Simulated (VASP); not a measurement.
# CdSe4 (I4/m) in VASP: single point with PBE

Aim: the single point of CdSe4 with PBE.

Everything below comes from runs of VASP 6.6.1. Logs are shortened: lines on timing, memory, paths and dates and some standing lists are left out, and cuts for length are marked.

## (1) The cell of the first run

It takes space group I4/m (No. 87, tetragonal). Conventional cell: a = 8.079 Å, b = 8.079 Å, c = 4.687 Å, α = 90.00°, β = 90.00°, γ = 90.00°. Within 3.6 Å of Cd (site symmetry 4/m) lie 4 Se at 2.73 Å. Within 3.3 Å of Se (site symmetry m) lie 2 Se at 2.52 Å and 1 Cd at 2.73 Å.

The cell was generated, and may not be a known phase.

## (2) Single point, PBE

Input file INCAR:

```
SYSTEM = CdSe4
  PREC = Accurate
  ENCUT = 520
  EDIFF = 1E-7
  ISMEAR = 0
  SIGMA = 0.2
  LREAL = .FALSE.
  LASPH = .TRUE.
  NELM = 100
  ALGO = Normal
  ISIF = 2
  LWAVE = .FALSE.
  LCHARG = .TRUE.
  GGA = PE
  LELF = .TRUE.
  LVHAR = .TRUE.
  NBANDS = 26
```

Input file KPOINTS:

```
Automatic mesh
0
G
  4 4 4
  0 0 0
```

Input file POSCAR:

```
CdSe4
1.0
   -4.0394564323      4.0394564323      2.3436536048
    4.0394564323     -4.0394564323      2.3436536048
    4.0394564323      4.0394564323     -2.3436536048
Cd Se
1 4
Direct
    0.0000000000      0.0000000000      0.0000000000
    0.7265444127      0.1985085714      0.9250529841
    0.2734555873      0.8014914286      0.0749470159
    0.1985085714      0.2734555873      0.4719641587
    0.8014914286      0.7265444127      0.5280358413
```

Potentials or basis: VASP PAW PBE potentials, release 64 (Cd, Se).

Launch:

```
cat potpaw_PBE.64/Cd/POTCAR potpaw_PBE.64/Se/POTCAR > POTCAR
mpirun -np 1 vasp_std > vasp.out
```

OUTCAR:

```text
SYSTEM = CdSe4
   PREC = Accurate
   ENCUT = 520
   EDIFF = 1E-7
   ISMEAR = 0
   LREAL = .FALSE.
   LASPH = .TRUE.
   NELM = 100
   ISIF = 2
   GGA = PE

 ion  position               nearest neighbor table
   1  0.000  0.000  0.000-   4 2.73   5 2.73   2 2.73   3 2.73
   2  0.727  0.199  0.925-   3 2.52   3 2.52   1 2.73
   3  0.273  0.801  0.075-   2 2.52   2 2.52   1 2.73
   4  0.199  0.273  0.472-   5 2.52   5 2.52   1 2.73
   5  0.801  0.727  0.528-   4 2.52   4 2.52   1 2.73

  LATTYP: Found a body centered tetragonal cell.
 ALAT       =     8.0789128646
 C/A-ratio  =     0.5801903410

  Lattice vectors:

 A1 = (  -4.0394564323,   4.0394564323,   2.3436536048)
 A2 = (   4.0394564323,  -4.0394564323,   2.3436536048)
 A3 = (   4.0394564323,   4.0394564323,  -2.3436536048)

Analysis of symmetry for initial positions (statically):
=====================================================================
 Subroutine PRICEL returns:
 Original cell was already a primitive cell.

 Routine SETGRP: Setting up the symmetry group for a
 body centered tetragonal supercell.

 Subroutine GETGRP returns: Found  8 space group operations
 (whereof  8 operations were pure point group operations)
 out of a pool of 16 trial point group operations.

The static configuration has the point symmetry C_4h.

Analysis of symmetry for dynamics (positions and initial velocities):
=====================================================================
 Subroutine PRICEL returns:
 Original cell was already a primitive cell.

 Routine SETGRP: Setting up the symmetry group for a
 body centered tetragonal supercell.

 Subroutine GETGRP returns: Found  8 space group operations
 (whereof  8 operations were pure point group operations)
 out of a pool of 16 trial point group operations.

The dynamic configuration has the point symmetry C_4h.

 Subroutine INISYM returns: Found  8 space group operations
 (whereof  8 operations are pure point group operations),
 and found     1 'primitive' translations

----------------------------------------------------------------------------------------

                                     Primitive cell

  volume of cell :     152.9675

  direct lattice vectors                    reciprocal lattice vectors
    -4.039456432  4.039456432  2.343653605     0.000000000  0.123779030  0.213342108
     4.039456432 -4.039456432  2.343653605     0.123779030  0.000000000  0.213342108
     4.039456432  4.039456432 -2.343653605     0.123779030  0.123779030  0.000000000

  length of vectors
     6.174716897  6.174716897  6.174716897     0.246649758  0.246649758  0.175049983

  position of ions in fractional coordinates (direct lattice)
     0.000000000  0.000000000  0.000000000
     0.726544413  0.198508571  0.925052984
     0.273455587  0.801491429  0.074947016
     0.198508571  0.273455587  0.471964159
     0.801491429  0.726544413  0.528035841

  ion indices of the primitive-cell ions
   primitive index   ion index
                 1           1
                 2           2
                 3           3
                 4           4
                 5           5

----------------------------------------------------------------------------------------

 KPOINTS: Automatic mesh

Automatic generation of k-mesh.
 Grid dimensions read from file:
 generate k-points for:    4    4    4

 Generating k-lattice:

  Cartesian coordinates                     Fractional coordinates (reciprocal lattice)
     0.000000000  0.030944758  0.053335527     0.250000000  0.000000000 -0.000000000
     0.030944758  0.000000000  0.053335527     0.000000000  0.250000000 -0.000000000
     0.030944758  0.030944758  0.000000000     0.000000000  0.000000000  0.250000000

  Length of vectors
     0.061662440  0.061662440  0.043762496

  Shift w.r.t. Gamma in fractional coordinates (k-lattice)
     0.000000000  0.000000000  0.000000000

 Subroutine IBZKPT returns following result:
 ===========================================

 Found     14 irreducible k-points:

 Following reciprocal coordinates:
            Coordinates               Weight
  0.000000  0.000000  0.000000      1.000000
  0.250000 -0.000000  0.000000      8.000000
  0.500000 -0.000000  0.000000      4.000000
  0.250000  0.250000  0.000000      8.000000
  0.500000  0.250000  0.000000      8.000000
 -0.250000  0.500000  0.000000      8.000000
 -0.250000  0.250000  0.000000      4.000000
  0.500000  0.500000  0.000000      2.000000
  0.250000  0.250000  0.250000      2.000000
 -0.250000  0.250000  0.250000      4.000000
  0.500000  0.500000  0.250000      4.000000
 -0.250000  0.500000  0.250000      8.000000
 -0.250000 -0.250000  0.250000      2.000000
  0.500000  0.500000  0.500000      1.000000
   k-points           NKPTS =     14   k-points in BZ     NKDIM =     14   number of bands    NBANDS=     26
   number of dos      NEDOS =    301   number of ions     NIONS =      5
   total plane-waves  NPLWV = 110592
   dimension x,y,z NGX =    48 NGY =   48 NGZ =   48
   dimension x,y,z NGXF=    96 NGYF=   96 NGZF=   96
   ions per type =               1   4
   NGX,Y,Z   is equivalent  to a cutoff of  12.92, 12.92, 12.92 a.u.
   NGXF,Y,Z  is equivalent  to a cutoff of  25.85, 25.85, 25.85 a.u.
 SYSTEM =  CdSe4
   PREC   = accura    normal or accurate (medium, high low for compatibility)
   ISTART =      0    job   : 0-new  1-cont  2-samecut
   ICHARG =      2    charge: 1-file 2-atom 10-const
   ISPIN  =      1    spin polarized calculation?
   LNONCOLLINEAR =      F non collinear calculations
   LSORBIT =      F    spin-orbit coupling
   LASPH  =      T    aspherical Exc in radial PAW
   ENCUT  =  520.0 eV  38.22 Ry    6.18 a.u.  11.48 11.48 11.48*2*pi/ulx,y,z
   NELM   =    100;   NELMIN=  2; NELMDL= -5     # of ELM steps
   EDIFF  = 0.1E-06   stopping-criterion for ELM
   LREAL  =      F    real-space projection
   EDIFFG = 0.1E-05   stopping-criterion for IOM
   NSW    =      0    number of steps for IOM
   IBRION =     -1    ionic relax: 0-MD 1-quasi-New 2-CG
   NFREE  =      0    steps in history (QN), initial steepest desc. (CG)
   ISIF   =      2    stress and relaxation
   ISYM   =      2    0-nonsym 1-usesym 2-fastsym
   POTIM  = 0.5000    time-step for ionic-motion
   TEBEG  =    0.0;   TEEND  =   0.0 temperature during run
   PSTRESS=    0.0 pullay stress
   NELECT =      36.0000    total number of electrons
   NUPDOWN=      -1.0000    fix difference up-down
   EMIN   =  10.00;   EMAX   =-10.00  energy-range for DOS
   EFERMI =   0.00;   METHOD = LEGACY
   ISMEAR =     0;   SIGMA  =   0.20  broadening in eV -4-tet -1-fermi 0-gaus
   EFERMI_NEDOS =   21; number of points for ismear=-14 and -15
   IALGO  =     38    algorithm
   IMIX   =      4    mixing-type and parameters
     AMIX     =   0.40;   BMIX     =  1.00
     AMIX_MAG =   1.60;   BMIX_MAG =  1.00
  volume/ion in A,a.u.               =      30.59       206.46
  Fermi-wavevector in a.u.,A,eV,Ry     =   1.010747  1.910035 13.899848  1.021610
  Thomas-Fermi vector in A             =   2.143755
   LORBIT       =      0    0 simple, 1 ext, 2 COOP (PROOUT), +10 PAW based schemes
   GGA     = PE    functional components
   LHFCALC =     F    Hartree Fock is set to
   AEXX    =    0.0000 exact exchange contribution
   IVDW    =     0    specifies the selected vdW correction
   LEPSILON=     F    determine dielectric tensor
   LRPA    =     F    only Hartree local field effects (RPA)
 non-spin polarized calculation
 Gauss-broadening in eV      SIGMA  =   0.20
  energy-cutoff  :      520.00
  volume of cell :      152.97
 maximum number of plane-waves:      4152
 NGX is ok and might be reduce to    48
   NGX = 23   NGY = 23   NGZ = 23

 number of electron      36.0000001 magnetization

 Free energy of the ion-electron system (eV)
  ---------------------------------------------------
  ext. energy  EPLUGINS =         0.00000000
  ---------------------------------------------------
  free energy    TOTEN  =       -14.71917786 eV

  energy without entropy =      -14.67127261  energy(sigma->0) =      -14.69522523

 E-fermi :   1.1207     XC(G=0):  -8.3801

 val. band max:        1.0713599302   @ k =   0.5000   0.5000   0.0000
 cond. band min:       1.1398893502   @ k =   0.5000   0.5000   0.0000
 fundamental gap:      0.0685294200
 Fermi energy:         1.1207427461

 k-point     1 :       0.0000    0.0000    0.0000
  band No.  band energies     occupation
      1     -13.1937      2.00000
      2     -12.7625      2.00000
      3      -9.0028      2.00000
      4      -9.0028      2.00000
      5      -7.2038      2.00000
      6      -7.1422      2.00000
[... 18 lines left out ...]
     25       8.2371      0.00000
     26       9.5415      0.00000

 k-point     2 :       0.2500   -0.0000    0.0000
  band No.  band energies     occupation
      1     -12.7904      2.00000
      2     -12.4293      2.00000
      3     -10.0237      2.00000
      4      -9.9895      2.00000
      5      -7.1857      2.00000
      6      -7.1676      2.00000
[... 18 lines left out ...]
     25       8.1182      0.00000
     26       8.6034      0.00000

 k-point     3 :       0.5000   -0.0000    0.0000
  band No.  band energies     occupation
      1     -11.7273      2.00000
      2     -11.5500      2.00000
      3     -11.4595      2.00000
      4     -11.4385      2.00000
      5      -7.2038      2.00000
      6      -7.1856      2.00000
[... 18 lines left out ...]
     25       7.7141      0.00000
     26       8.1854      0.00000

 k-point     4 :       0.2500    0.2500    0.0000
  band No.  band energies     occupation
      1     -11.7334      2.00000
      2     -11.5108      2.00000
      3     -11.4962      2.00000
      4     -11.4353      2.00000
      5      -7.1946      2.00000
      6      -7.1378      2.00000
[... 18 lines left out ...]
     25       7.8866      0.00000
     26       8.2069      0.00000

 k-point     5 :       0.5000    0.2500    0.0000
  band No.  band energies     occupation
      1     -12.6660      2.00000
      2     -12.5047      2.00000
      3     -10.1388      2.00000
      4     -10.0015      2.00000
      5      -7.1795      2.00000
      6      -7.1421      2.00000
[... 18 lines left out ...]
     25       8.1461      0.00000
     26       8.4272      0.00000

 k-point     6 :      -0.2500    0.5000    0.0000
  band No.  band energies     occupation
      1     -12.6657      2.00000
      2     -12.5051      2.00000
      3     -10.1389      2.00000
      4     -10.0010      2.00000
      5      -7.1800      2.00000
      6      -7.1413      2.00000
[... 18 lines left out ...]
     25       7.8226      0.00000
     26       9.0355      0.00000

 k-point     7 :      -0.2500    0.2500    0.0000
  band No.  band energies     occupation
      1     -13.1185      2.00000
      2     -12.8081      2.00000
      3      -9.1571      2.00000
      4      -9.0072      2.00000
      5      -7.1837      2.00000
      6      -7.1425      2.00000
[... 18 lines left out ...]
     25       7.8248      0.00000
     26       8.9240      0.00000

 k-point     8 :       0.5000    0.5000    0.0000
  band No.  band energies     occupation
      1     -12.9809      2.00000
      2     -12.9156      2.00000
      3      -9.2965      2.00000
      4      -9.0116      2.00000
      5      -7.1833      2.00000
      6      -7.1429      2.00000
[... 18 lines left out ...]
     25       7.9393      0.00000
     26       8.4683      0.00000

 k-point     9 :       0.2500    0.2500    0.2500
  band No.  band energies     occupation
      1     -11.6719      2.00000
      2     -11.5075      2.00000
      3     -11.5022      2.00000
      4     -11.5022      2.00000
      5      -7.1390      2.00000
      6      -7.1377      2.00000
[... 18 lines left out ...]
     25       7.7203      0.00000
     26       8.7906      0.00000

 k-point    10 :      -0.2500    0.2500    0.2500
  band No.  band energies     occupation
      1     -13.0558      2.00000
      2     -12.8343      2.00000
      3      -9.1741      2.00000
      4      -9.1561      2.00000
      5      -7.1236      2.00000
      6      -7.1228      2.00000
[... 18 lines left out ...]
     25       7.7552      0.00000
     26       8.3717      0.00000

 k-point    11 :       0.5000    0.5000    0.2500
  band No.  band energies     occupation
      1     -12.9429      2.00000
      2     -12.9095      2.00000
      3      -9.3103      2.00000
      4      -9.1714      2.00000
      5      -7.1235      2.00000
      6      -7.1034      2.00000
[... 18 lines left out ...]
     25       7.5999      0.00000
     26       8.3043      0.00000

 k-point    12 :      -0.2500    0.5000    0.2500
  band No.  band energies     occupation
      1     -12.5861      2.00000
      2     -12.5209      2.00000
      3     -10.2362      2.00000
      4     -10.0373      2.00000
      5      -7.1445      2.00000
      6      -7.1405      2.00000
[... 18 lines left out ...]
     25       7.2101      0.00000
     26       8.4428      0.00000

 k-point    13 :      -0.2500   -0.2500    0.2500
  band No.  band energies     occupation
      1     -11.7794      2.00000
      2     -11.4903      2.00000
      3     -11.4903      2.00000
      4     -11.4083      2.00000
      5      -7.1498      2.00000
      6      -7.1159      2.00000
[... 18 lines left out ...]
     25       6.9387      0.00000
     26       7.0596      0.00000

 k-point    14 :       0.5000    0.5000    0.5000
  band No.  band energies     occupation
      1     -12.9033      2.00000
      2     -12.9033      2.00000
      3      -9.3496      2.00000
      4      -9.2922      2.00000
      5      -7.1036      2.00000
      6      -7.1036      2.00000
[... 18 lines left out ...]
     25       6.8078      0.00000
     26       8.9658      0.00000

------------------------ aborting loop because EDIFF is reached ----------------------------------------

  FORCE on cell =-STRESS in cart. coord.  units (eV):
  Direction    XX          YY          ZZ          XY          YZ          ZX
  --------------------------------------------------------------------------------------
  -------------------------------------------------------------------------------------
  Total        0.2132111      0.2132111      0.4458655     -0.0000004      0.0000000      0.0000000
  in kB        2.2331671      2.2331671      4.6699815     -0.0000039      0.0000000      0.0000000
  external PRESSURE =       3.0454386 kB  Pullay stress =       0.0000000 kB

 VOLUME and BASIS-vectors are now :
 -----------------------------------------------------------------------------
  energy-cutoff  :      520.00
  volume of cell :      152.97
      direct lattice vectors                 reciprocal lattice vectors
    -4.039456432  4.039456432  2.343653605     0.000000000  0.123779030  0.213342108
     4.039456432 -4.039456432  2.343653605     0.123779030  0.000000000  0.213342108
     4.039456432  4.039456432 -2.343653605     0.123779030  0.123779030  0.000000000

 POSITION                                       TOTAL-FORCE (eV/Angst)
 -----------------------------------------------------------------------------------
      0.00000      0.00000      0.00000         0.000000      0.000000     -0.000000
      1.60373      5.86969      0.00000         0.016123      0.009822      0.000000
      2.43572     -1.83023      2.34365        -0.016123     -0.009822     -0.000000
      2.20922      1.60373      0.00000        -0.009822      0.016123     -0.000000
      1.83023      2.43572      2.34365         0.009822     -0.016123      0.000000
 -----------------------------------------------------------------------------------
    total drift:                               -0.000000     -0.000000      0.000000

  FREE ENERGIE OF THE ION-ELECTRON SYSTEM (eV)
  ---------------------------------------------------
  free  energy   TOTEN  =       -14.7191778576 eV

  energy  without entropy=      -14.6712726065  energy(sigma->0) =      -14.69522523
```

Run time: 49 s. Hardware: 1 thread of AMD EPYC 9R45 (Zen 5), shared host; peak memory 0.3 GiB.

Results:

- Free energy: -14.7192 eV
- Pressure: 0.3 GPa
- Largest force: 0.019 eV/Å
- Band gap on the k mesh: zero (bands 18 and 19 overlap by 2.21 eV)

Forces in eV/Å, atoms in the order of the input:
```
Cd   0.000  0.000  0.000
Se   0.016  0.010  0.000
Se  -0.016 -0.010  0.000
Se  -0.010  0.016  0.000
Se   0.010 -0.016  0.000
```

Levels at points of the mesh, in eV from the Fermi level:
```csv
k point,band 16,band 17,band 18,band 19,band 20,band 21
"(0.00, 0.00, 0.00)",-1.41,-0.54,-0.28,0.88,1.58,2.82
"(0.50, 0.00, 0.00)",-1.58,-0.80,1.87,2.04,2.08,2.14
"(0.50, 0.50, 0.00)",-0.43,-0.05,-0.05,0.02,2.63,3.23
"(0.50, 0.50, 0.50)",-0.87,-0.86,0.23,0.23,3.23,3.51
```

Caveat: the k points lie up to 0.39 Å⁻¹ apart, too coarse for converged energies and pressures of a metal.

The gap in the log of VASP goes by the Fermi energy; the results here count the filled bands.